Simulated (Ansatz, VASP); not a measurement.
**Two plane-wave programs on CSe2**

File INCAR:

```
SYSTEM = CSe2
  PREC = Accurate
  ENCUT = 520
  EDIFF = 1E-7
  ISMEAR = -1
  SIGMA = 0.05
  LREAL = .FALSE.
  LASPH = .TRUE.
  NELM = 100
  ALGO = Normal
  ISIF = 2
  LWAVE = .FALSE.
  LCHARG = .FALSE.
  GGA = PE
  NBANDS = 25
```

KPOINTS

```
regular mesh
0
G
  6 6 3
  0 0 0
```

The input POSCAR:

```
CSe2
1.0
    3.5697670000     -2.9947800000      0.0000000000
    3.5697670000      2.9947800000      0.0000000000
    0.0000000000      0.0000000000      9.4626520000
Se C
4 2
Direct
    0.2168650000      0.7852020000      0.8852330000
    0.7928090000      0.2097190000      0.1174770000
    0.2985130000      0.7213870000      0.3765090000
    0.7152940000      0.2823980000      0.6191460000
    0.0018200000     -0.0153670000     -0.0006670000
    0.4967520000      0.5048400000      0.4934080000
```

File input.yaml:

```yaml
crystal:
  lattice:
    - [3.569767, -2.99478, 0.0]
    - [3.569767, 2.99478, 0.0]
    - [0.0, 0.0, 9.462652]
  atoms:
    - { symbol: Se, position: [0.216865, 0.785202, 0.885233] }
    - { symbol: Se, position: [0.792809, 0.209719, 0.117477] }
    - { symbol: Se, position: [0.298513, 0.721387, 0.376509] }
    - { symbol: Se, position: [0.715294, 0.282398, 0.619146] }
    - { symbol: C, position: [0.00182, -0.015367, -0.000667] }
    - { symbol: C, position: [0.496752, 0.50484, 0.493408] }
hamiltonian:
  xc: pbe
  pseudopotentials: { kind: paw }
kpoints:
  mp_grid: { grid: [6, 6, 3] }
scf:
  occupations: { method: fermi_dirac, width: 0.05 }
output:
  forces: true
  stress: true
  eigenvalues: true
  write_density: true
  write_potential: true
  elf: true
  volumetric_format: npy
```

Change from the starting cell: atoms moved at random, drawn with an rms of 0.05 Å.

Alike in both runs: task single point; functional PBE; k mesh 6 × 6 × 3; occupations fermi-dirac, width 0.05 eV; no spin polarisation.

```csv
,VASP,Ansatz
version,VASP 6.6.1,Ansatz 0.2.0
potentials or method,"VASP PAW PBE potentials, release 64 (Se, C)",Ansatz PAW
plane-wave cutoff (eV),520,420
valence electrons in the cell,32,72
```

VASP gave:

```
gap on the k mesh at the Fermi level (eV)                     : 2.37
least direct gap on the mesh (eV)                             : 2.50
pressure (GPa)                                                : 1.1
traceless stress, the component that is largest in VASP (GPa) : 2.03
rms of the force components (eV/Å)                            : 1.325
```

**Question.** Which values does Ansatz return?

**Answer.** gap on the k mesh at the Fermi level (eV): 2.36; least direct gap on the mesh (eV): 2.50; pressure (GPa): 0.9; traceless stress, the component that is largest in VASP (GPa): 2.01; rms of the force components (eV/Å): 1.290.

Atom by atom the forces differ by 0.065 eV/Å (rms over components). VASP's potentials hold 32 valence electrons a cell and Ansatz's 72, so a difference there can come from the potentials and not from the codes.

Noted on Ansatz's run: odd divisions of the mesh miss points on the zone boundary, where band edges often lie, so the gap on the mesh can be too wide.
